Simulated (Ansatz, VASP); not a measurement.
**Mo3Ru in VASP and in Ansatz**

```
CELL_PARAMETERS angstrom
2.77516 0.00000 0.00000
-1.38758 2.40336 0.00000
0.00000 0.00000 9.25062
ATOMIC_POSITIONS crystal
Mo 0.33333 0.66667 0.50000
Mo 0.66667 0.33333 0.23788
Mo 0.66667 0.33333 0.76212
Ru 0.33333 0.66667 0.00000
```

Alike in both runs: functional PBE; k mesh 6 × 6 × 2; occupations gaussian, width 0.1 eV; no spin polarisation.

Ansatz relaxed the structure, and its values are those at the end. VASP's run is a single point on that final structure, the one shown.

|  | VASP | Ansatz |
| --- | --- | --- |
| version | VASP 6.6.1 | Ansatz 0.2.0 |
| potentials or method | VASP PAW PBE potentials, release 64 (Mo_sv, Ru_pv), cutoff 520 eV | scalar-relativistic, plane waves, PAW |
| valence electrons in the cell | 56 | 58 |

|  | VASP | Ansatz | Ansatz less VASP |
| --- | --- | --- | --- |
| gap on the k mesh at the Fermi level (eV) | none | none | - |
| pressure (GPa) | 0.4 | 0.0 | -0.36 |

A gap of «none» marks a metal or a gap that the smearing closes. With one functional, cell and mesh, what is left measures potentials, basis and numerics. VASP's potentials hold 56 valence electrons a cell and Ansatz's 58, so a difference there can come from the potentials and not from the codes.

The k mesh is coarse, so the values compare programs but aren't converged.
